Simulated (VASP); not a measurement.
Here is a VASP 6.6.1 calculation.

File INCAR:

```
SYSTEM = Sr2CuSO2
PREC     = Accurate       ! precision mode
ENCUT    = 520            ! plane-wave cutoff, eV
EDIFF    = 1E-6           ! SCF threshold, eV
ISMEAR   = -1             ! smearing method
SIGMA    = 0.05           ! smearing width, eV
LREAL    = .False.        ! projectors in reciprocal space
LASPH    = .True.         ! aspherical terms in the spheres
NELM     = 60             ! most SCF steps
ALGO     = Normal         ! electronic algorithm
ISIF     = 2              ! what is computed and relaxed
LWAVE    = .False.        ! write WAVECAR
LCHARG   = .False.        ! write CHGCAR
GGA      = PE             ! functional
NBANDS   = 34             ! bands
```

File KPOINTS:

```
Automatic mesh
0
Gamma
  7 7 4
  0 0 0
```

POSCAR

```
Sr2CuSO2
1.0
    3.9023430000      0.0000000000      0.0000000000
    0.0000000000      3.9023430000      0.0000000000
    0.0000000000      0.0000000000      6.8812800000
Sr Cu S O
2 1 1 2
Direct
    0.0005330000      0.0006860000      0.7436110000
   -0.0005620000     -0.0049180000      0.2428590000
    0.4888360000      0.5063220000     -0.0036160000
    0.5091690000      0.4895400000      0.5033420000
    0.4971710000     -0.0007140000      0.0057550000
   -0.0032250000      0.4983540000     -0.0044160000
```

Potentials or basis: VASP PAW PBE potentials, release 64 (Sr_sv, Cu, S, O).

Launch:

```bash
$ cat potpaw_PBE.64/Sr_sv/POTCAR potpaw_PBE.64/Cu/POTCAR potpaw_PBE.64/S/POTCAR potpaw_PBE.64/O/POTCAR > POTCAR
$ mpirun -np 1 vasp_std > vasp.out
```

What does it give for the largest force?

0.682 eV/Å.

Estimate the pressure.

0.4 GPa.

Stress tensor (GPa, compression positive):
```
0.64 0.00 0.02
0.00 0.42 0.15
0.02 0.15 0.23
```

Caveat: the cell differs from its parent crystal (atoms moved at random); an odd number of electrons without spin polarisation forces a metal; a magnetic or distorted state may lie lower.
